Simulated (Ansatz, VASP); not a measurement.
**Two plane-wave programs on Si2Br**

```
CELL_PARAMETERS angstrom
2.51909 1.45440 3.05475
-2.51909 1.45440 3.05475
0.00000 -2.90880 3.05475
ATOMIC_POSITIONS crystal
Si 0.80616 0.80616 0.80616
Si 0.19384 0.19384 0.19384
Br 0.00000 0.00000 0.00000
```

Alike in both runs: task relaxation of cell and atoms; functional PBE; k mesh 6 × 6 × 6; occupations gaussian, width 0.1 eV; no spin polarisation.

|  | VASP | Ansatz |
| --- | --- | --- |
| version | VASP 6.6.1 | Ansatz 0.2.0 |
| potentials or method | VASP PAW PBE potentials, release 64 (Si, Br), cutoff 600 eV | scalar-relativistic, plane waves, PAW |
| valence electrons in the cell | 15 | 15 |

```tsv
	VASP	Ansatz	Ansatz less VASP
gap on the k mesh at the Fermi level, each at its own relaxed structure (eV)	none	none	-
relaxed volume (Å³/atom)	25.32	25.43	+0.109
relaxed length of the cell vector where the two differ most in proportion (Å)	6.182	6.195	+0.0132
```

A gap of «none» marks a metal or a gap that the smearing closes.
